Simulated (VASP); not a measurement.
# SrO (Fm-3m) in VASP: notebook

SrO is run at these levels: r2SCANh, PBE0; tasks: single point.

Everything below comes from runs of VASP 6.6.1. Logs are shortened: lines on timing, memory, paths and dates and some standing lists are left out, and cuts for length are marked.

## (1) The cell of the first run

The structure is cubic, space group Fm-3m (No. 225). Conventional cell: a = 5.160 Å, b = 5.160 Å, c = 5.160 Å, α = 90.00°, β = 90.00°, γ = 90.00°. Within 3.4 Å of Sr (site symmetry m-3m) lie 6 O at 2.58 Å. Within 3.4 Å of O (site symmetry m-3m) lie 6 Sr at 2.58 Å.

## (2) Single point, r2SCANh

POSCAR

```
SrO
1.0
    0.0000000000      2.5798923523      2.5798923523
    2.5798923523      0.0000000000      2.5798923523
    2.5798923523      2.5798923523      0.0000000000
Sr O
1 1
Direct
    0.0000000000      0.0000000000      0.0000000000
    0.5000000000      0.5000000000      0.5000000000
```

INCAR.step1

```
SYSTEM = SrO
ALGO = Normal
EDIFF = 1E-5
ENCUT = 520
GGA = PE
ISIF = 2
ISMEAR = 0
LASPH = .TRUE.
LCHARG = .FALSE.
LREAL = .FALSE.
LWAVE = .TRUE.
NBANDS = 15
NELM = 100
PREC = Accurate
SIGMA = 0.01
```

INCAR.step2

```
SYSTEM = SrO
AEXX = 0.1
ALGO = Normal
EDIFF = 1E-6
ENCUT = 520
ISIF = 2
ISMEAR = 0
ISTART = 1
LASPH = .TRUE.
LCHARG = .FALSE.
LHFCALC = .TRUE.
LMIXTAU = .TRUE.
LREAL = .FALSE.
LWAVE = .FALSE.
METAGGA = R2SCAN
NBANDS = 15
NELM = 100
PREC = Accurate
PRECFOCK = Normal
SIGMA = 0.01
```

KPOINTS

```
k-points
0
G
  6 6 6
  0 0 0
```

Potentials or basis: VASP PAW PBE potentials, release 64 (Sr_sv, O).

Command:

```
> cat potpaw_PBE.64/Sr_sv/POTCAR potpaw_PBE.64/O/POTCAR > POTCAR
> cp INCAR.step1 INCAR
> mpirun -np 1 vasp_std > vasp.out
> cp INCAR.step2 INCAR
> mpirun -np 1 vasp_std > vasp.out
```

OUTCAR:

```text
SYSTEM = SrO
   AEXX = 0.1
   EDIFF = 1E-6
   ENCUT = 520
   ISIF = 2
   ISMEAR = 0
   ISTART = 1
   LASPH = .TRUE.
   LHFCALC = .TRUE.
   LREAL = .FALSE.
   METAGGA = R2SCAN
   NELM = 100
   PREC = Accurate
   PRECFOCK = Normal

 ion  position               nearest neighbor table
   1  0.000  0.000  0.000-   2 2.58   2 2.58   2 2.58   2 2.58   2 2.58   2 2.58
   2  0.500  0.500  0.500-   1 2.58   1 2.58   1 2.58   1 2.58   1 2.58   1 2.58

  LATTYP: Found a face centered cubic cell.
 ALAT       =     5.1597847046

  Lattice vectors:

 A1 = (   0.0000000000,   2.5798923523,   2.5798923523)
 A2 = (   2.5798923523,   0.0000000000,   2.5798923523)
 A3 = (   2.5798923523,   2.5798923523,   0.0000000000)

Analysis of symmetry for initial positions (statically):
=====================================================================
 Subroutine PRICEL returns:
 Original cell was already a primitive cell.

 Routine SETGRP: Setting up the symmetry group for a
 face centered cubic supercell.

 Subroutine GETGRP returns: Found 48 space group operations
 (whereof 48 operations were pure point group operations)
 out of a pool of 48 trial point group operations.

The static configuration has the point symmetry O_h .

Analysis of symmetry for dynamics (positions and initial velocities):
=====================================================================
 Subroutine PRICEL returns:
 Original cell was already a primitive cell.

 Routine SETGRP: Setting up the symmetry group for a
 face centered cubic supercell.

 Subroutine GETGRP returns: Found 48 space group operations
 (whereof 48 operations were pure point group operations)
 out of a pool of 48 trial point group operations.

The dynamic configuration has the point symmetry O_h .

 Subroutine INISYM returns: Found 48 space group operations
 (whereof 48 operations are pure point group operations),
 and found     1 'primitive' translations

----------------------------------------------------------------------------------------

                                     Primitive cell

  volume of cell :      34.3427

  direct lattice vectors                    reciprocal lattice vectors
     0.000000000  2.579892352  2.579892352    -0.193806536  0.193806536  0.193806536
     2.579892352  0.000000000  2.579892352     0.193806536 -0.193806536  0.193806536
     2.579892352  2.579892352  0.000000000     0.193806536  0.193806536 -0.193806536

  length of vectors
     3.648518754  3.648518754  3.648518754     0.335682767  0.335682767  0.335682767
[... 91 lines left out ...]
     AMIX     =   0.40;   BMIX     =  1.00
     AMIX_MAG =   1.60;   BMIX_MAG =  1.00
  volume/ion in A,a.u.               =      17.17       115.88
  Fermi-wavevector in a.u.,A,eV,Ry     =   1.269122  2.398292 21.914491  1.610670
  Thomas-Fermi vector in A             =   2.402180
   LORBIT       =      0    0 simple, 1 ext, 2 COOP (PROOUT), +10 PAW based schemes
   METAGGA = R2SCAN    functional components
   LHFCALC =     T    Hartree Fock is set to
   PRECFOCK=normal    Normal, Fast or Accurate (Low or Medium for compatibility)
   ENCUT4O =  -1.0   cutoff for four orbital integrals eV
   NKREDX  =     1    reduce k-point grid by
   NKREDY  =     1    reduce k-point grid by
   NKREDZ  =     1    reduce k-point grid by
   AEXX    =    0.1000 exact exchange contribution
   HFSCREEN=    0.0000 screening length (either q_TF or 0.3 A-1)
   HFSCREENC=   0.0000 screening length for correlation (either q_TF or 0.3 A-1)
   ENCUTFOCK=  -1.0 apply spherical cutoff to Coloumb kernel
   IVDW    =     0    specifies the selected vdW correction
   LEPSILON=     F    determine dielectric tensor
   LRPA    =     F    only Hartree local field effects (RPA)
 non-spin polarized calculation
 Gauss-broadening in eV      SIGMA  =   0.01
  energy-cutoff  :      520.00
  volume of cell :       34.34
 maximum number of plane-waves:       941
  NGX = 24; NGY = 24; NGZ = 24

 number of electron      15.9999998 magnetization

 Free energy of the ion-electron system (eV)
  ---------------------------------------------------
  ext. energy  EPLUGINS =         0.00000000
  ---------------------------------------------------
  free energy    TOTEN  =       -26.68635404 eV

  energy without entropy =      -26.68635404  energy(sigma->0) =      -26.68635404

 E-fermi :   0.8777     XC(G=0):  -9.6045

 val. band max:        0.7541640873   @ k =   0.0000   0.0000   0.0000
 cond. band min:       5.3149407446   @ k =   0.5000   0.5000   0.0000
 fundamental gap:      4.5607766573
 Fermi energy:         0.8777072070

 k-point     1 :       0.0000    0.0000    0.0000
  band No.  band energies     occupation
      1     -33.3971      2.00000
      2     -15.7267      2.00000
      3     -13.9866      2.00000
      4     -13.9866      2.00000
      5     -13.9866      2.00000
      6       0.7542      2.00000
      7       0.7542      2.00000
      8       0.7542      2.00000
      9       6.1090      0.00000
     10       8.4002      0.00000
     11       8.4002      0.00000
     12       8.4002      0.00000
     13      10.7221      0.00000
     14      10.7221      0.00000
[... 257 lines left out ...]
      2     -16.1439      2.00000
      3     -14.7882      2.00000
      4     -14.4979      2.00000
      5     -13.7289      2.00000
      6      -0.1388      2.00000
      7       0.2625      2.00000
      8       0.4093      2.00000
      9       6.7251      0.00000
     10       9.7733      0.00000
     11      10.7741      0.00000
     12      13.4198      0.00000
     13      13.4430      0.00000
     14      15.5880      0.00000
     15      15.8801      0.00000

------------------------ aborting loop because EDIFF is reached ----------------------------------------

  FORCE on cell =-STRESS in cart. coord.  units (eV):
  Direction    XX          YY          ZZ          XY          YZ          ZX
  --------------------------------------------------------------------------------------
  -------------------------------------------------------------------------------------
  Total       -0.0009609     -0.0009609     -0.0009609      0.0000000      0.0000000     -0.0000000
  in kB       -0.0448294     -0.0448294     -0.0448294      0.0000000      0.0000000     -0.0000000
  external PRESSURE =      -0.0448294 kB  Pullay stress =       0.0000000 kB

 VOLUME and BASIS-vectors are now :
 -----------------------------------------------------------------------------
  energy-cutoff  :      520.00
  volume of cell :       34.34
      direct lattice vectors                 reciprocal lattice vectors
     0.000000000  2.579892352  2.579892352    -0.193806536  0.193806536  0.193806536
     2.579892352  0.000000000  2.579892352     0.193806536 -0.193806536  0.193806536
     2.579892352  2.579892352  0.000000000     0.193806536  0.193806536 -0.193806536

 POSITION                                       TOTAL-FORCE (eV/Angst)
 -----------------------------------------------------------------------------------
      0.00000      0.00000      0.00000        -0.000000      0.000000     -0.000000
      2.57989      2.57989      2.57989         0.000000     -0.000000      0.000000
 -----------------------------------------------------------------------------------
    total drift:                                0.000000      0.000000      0.000000

  FREE ENERGIE OF THE ION-ELECTRON SYSTEM (eV)
  ---------------------------------------------------
  free  energy   TOTEN  =       -26.6863540438 eV

  energy  without entropy=      -26.6863540438  energy(sigma->0) =      -26.68635404
```

OSZICAR.step1:

```text
N       E                     dE             d eps       ncg     rms          rms(c)
DAV:   1     0.693027548548E+02    0.69303E+02   -0.84437E+03   480   0.105E+03
DAV:   2    -0.110941964782E+02   -0.80397E+02   -0.74166E+02   671   0.220E+02
DAV:   3    -0.141823782028E+02   -0.30882E+01   -0.30761E+01   628   0.394E+01
DAV:   4    -0.142477950046E+02   -0.65417E-01   -0.65414E-01   614   0.550E+00
DAV:   5    -0.142490894106E+02   -0.12944E-02   -0.12944E-02   608   0.537E-01    0.161E+01
DAV:   6    -0.121992143413E+02    0.20499E+01   -0.67270E+00   487   0.194E+01    0.190E+01
DAV:   7    -0.120566618478E+02    0.14255E+00   -0.30443E-01   557   0.487E+00    0.110E+01
DAV:   8    -0.120458530198E+02    0.10809E-01   -0.11876E-01   627   0.344E+00    0.427E-01
DAV:   9    -0.120472127802E+02   -0.13598E-02   -0.58662E-03   606   0.482E-01    0.233E-01
DAV:  10    -0.120476650175E+02   -0.45224E-03   -0.42853E-04   522   0.194E-01    0.883E-02
DAV:  11    -0.120478143585E+02   -0.14934E-03   -0.14943E-04   508   0.898E-02    0.283E-02
DAV:  12    -0.120478329033E+02   -0.18545E-04   -0.28597E-05   514   0.392E-02    0.272E-02
DAV:  13    -0.120478329276E+02   -0.24366E-07   -0.16274E-06   352   0.115E-02
   1 F= -.12047833E+02 E0= -.12047833E+02  d E =-.109592E-64
```

Wall time 17 min (1 thread of Intel Xeon 6975P-C (Granite Rapids), shared host); peak memory 0.18 GiB.

Results:

| Item | Value |
| --- | --- |
| Free energy | -26.6864 eV |
| Pressure | 0.0 GPa |
| Band gap on the k mesh | 4.56 eV, indirect (least direct gap 4.66 eV) |

Caveat: the PAW data sets were made with another functional, which shifts forces and pressure a little.

## (3) Single point, PBE0

POSCAR is that of step 2.

INCAR.step1

```
PREC = Accurate ; ENCUT = 520
EDIFF = 1E-5 ; ISMEAR = 0
SIGMA = 0.01 ; LREAL = F
LASPH = T ; NELM = 80
ALGO = Normal ; ISIF = 2
LWAVE = T ; LCHARG = F
NBANDS = 15 ; GGA = PE
```

INCAR.step2

```
PREC = Accurate ; ENCUT = 520
EDIFF = 1E-6 ; ISMEAR = 0
SIGMA = 0.01 ; LREAL = F
LASPH = T ; NELM = 80
ALGO = Normal ; ISIF = 2
LWAVE = F ; LCHARG = F
GGA = PE ; LHFCALC = T
AEXX = 0.25 ; PRECFOCK = Normal
NBANDS = 15 ; ISTART = 1
```

KPOINTS

```
regular mesh
0
Gamma
  6 6 6
```

Potentials or basis: VASP PAW PBE potentials, release 64 (Sr_sv, O).

Command:

```
> cat potpaw_PBE.64/Sr_sv/POTCAR potpaw_PBE.64/O/POTCAR > POTCAR
> cp INCAR.step1 INCAR
> mpirun -np 1 vasp_std > vasp.out
> cp INCAR.step2 INCAR
> mpirun -np 1 vasp_std > vasp.out
```

OUTCAR:

```text
PREC = Accurate
   ENCUT = 520
   EDIFF = 1E-6
   ISMEAR = 0
   LREAL = F
   LASPH = T
   NELM = 80
   ISIF = 2
   GGA = PE
   LHFCALC = T
   AEXX = 0.25
   PRECFOCK = Normal
   ISTART = 1

 ion  position               nearest neighbor table
   1  0.000  0.000  0.000-   2 2.58   2 2.58   2 2.58   2 2.58   2 2.58   2 2.58
   2  0.500  0.500  0.500-   1 2.58   1 2.58   1 2.58   1 2.58   1 2.58   1 2.58

  LATTYP: Found a face centered cubic cell.
[... 475 lines left out ...]

------------------------ aborting loop because EDIFF is reached ----------------------------------------

  FORCE on cell =-STRESS in cart. coord.  units (eV):
  Direction    XX          YY          ZZ          XY          YZ          ZX
  --------------------------------------------------------------------------------------
  -------------------------------------------------------------------------------------
  Total        0.0225998      0.0225998      0.0225998     -0.0000000      0.0000000     -0.0000000
  in kB        1.0543385      1.0543385      1.0543385     -0.0000000      0.0000000     -0.0000000
  external PRESSURE =       1.0543385 kB  Pullay stress =       0.0000000 kB

 VOLUME and BASIS-vectors are now :
 -----------------------------------------------------------------------------
  energy-cutoff  :      520.00
  volume of cell :       34.34
      direct lattice vectors                 reciprocal lattice vectors
     0.000000000  2.579892352  2.579892352    -0.193806536  0.193806536  0.193806536
     2.579892352  0.000000000  2.579892352     0.193806536 -0.193806536  0.193806536
     2.579892352  2.579892352  0.000000000     0.193806536  0.193806536 -0.193806536

 POSITION                                       TOTAL-FORCE (eV/Angst)
 -----------------------------------------------------------------------------------
      0.00000      0.00000      0.00000         0.000000     -0.000000     -0.000000
      2.57989      2.57989      2.57989        -0.000000      0.000000      0.000000
 -----------------------------------------------------------------------------------
    total drift:                               -0.000000     -0.000000     -0.000000

  FREE ENERGIE OF THE ION-ELECTRON SYSTEM (eV)
  ---------------------------------------------------
  free  energy   TOTEN  =       -14.7681940565 eV

  energy  without entropy=      -14.7681940565  energy(sigma->0) =      -14.76819406
```

OUTCAR.step1:

```text
PREC = Accurate
   ENCUT = 520
   EDIFF = 1E-5
   ISMEAR = 0
   LREAL = F
   LASPH = T
[... 497 lines left out ...]
 -----------------------------------------------------------------------------------
      0.00000      0.00000      0.00000         0.000000      0.000000      0.000000
      2.57989      2.57989      2.57989         0.000000      0.000000     -0.000000
 -----------------------------------------------------------------------------------
    total drift:                                0.000000      0.000000      0.000000

  FREE ENERGIE OF THE ION-ELECTRON SYSTEM (eV)
  ---------------------------------------------------
  free  energy   TOTEN  =       -12.0478329276 eV

  energy  without entropy=      -12.0478329276  energy(sigma->0) =      -12.04783293
```

OSZICAR.step1:

```text
N       E                     dE             d eps       ncg     rms          rms(c)
DAV:   1     0.693027548548E+02    0.69303E+02   -0.84437E+03   480   0.105E+03
DAV:   2    -0.110941964782E+02   -0.80397E+02   -0.74166E+02   671   0.220E+02
DAV:   3    -0.141823782028E+02   -0.30882E+01   -0.30761E+01   628   0.394E+01
DAV:   4    -0.142477950046E+02   -0.65417E-01   -0.65414E-01   614   0.550E+00
DAV:   5    -0.142490894106E+02   -0.12944E-02   -0.12944E-02   608   0.537E-01    0.161E+01
DAV:   6    -0.121992143413E+02    0.20499E+01   -0.67270E+00   487   0.194E+01    0.190E+01
DAV:   7    -0.120566618478E+02    0.14255E+00   -0.30443E-01   557   0.487E+00    0.110E+01
DAV:   8    -0.120458530198E+02    0.10809E-01   -0.11876E-01   627   0.344E+00    0.427E-01
DAV:   9    -0.120472127802E+02   -0.13598E-02   -0.58662E-03   606   0.482E-01    0.233E-01
DAV:  10    -0.120476650175E+02   -0.45224E-03   -0.42853E-04   522   0.194E-01    0.883E-02
DAV:  11    -0.120478143585E+02   -0.14934E-03   -0.14943E-04   508   0.898E-02    0.283E-02
DAV:  12    -0.120478329033E+02   -0.18545E-04   -0.28597E-05   514   0.392E-02    0.272E-02
DAV:  13    -0.120478329276E+02   -0.24366E-07   -0.16274E-06   352   0.115E-02
   1 F= -.12047833E+02 E0= -.12047833E+02  d E =-.109592E-64
```

It took 39 min on 1 thread of Intel Xeon Platinum 8259CL at 2.50GHz (Skylake/Cascade Lake), shared host; peak memory 0.18 GiB.

What came out:

| Quantity | Value |
| --- | --- |
| Free energy | -14.7682 eV |
| Pressure | 0.1 GPa |
| Band gap on the k mesh | 5.49 eV, indirect (least direct gap 5.60 eV) |

Levels at points of the mesh, in eV from the valence-band top:
```tsv
k point	band 6	band 7	band 8	band 9	band 10	band 11
(0.00, 0.00, 0.00)	0.00	0.00	0.00	6.11	8.61	8.61
(0.50, 0.00, 0.00)	-2.28	-1.20	-1.20	8.97	10.63	11.43
(0.50, 0.50, 0.00)	-0.52	-0.11	-0.11	5.49	10.25	12.76
```

Caveat: the PAW data sets were made with another functional, which shifts forces and pressure a little.
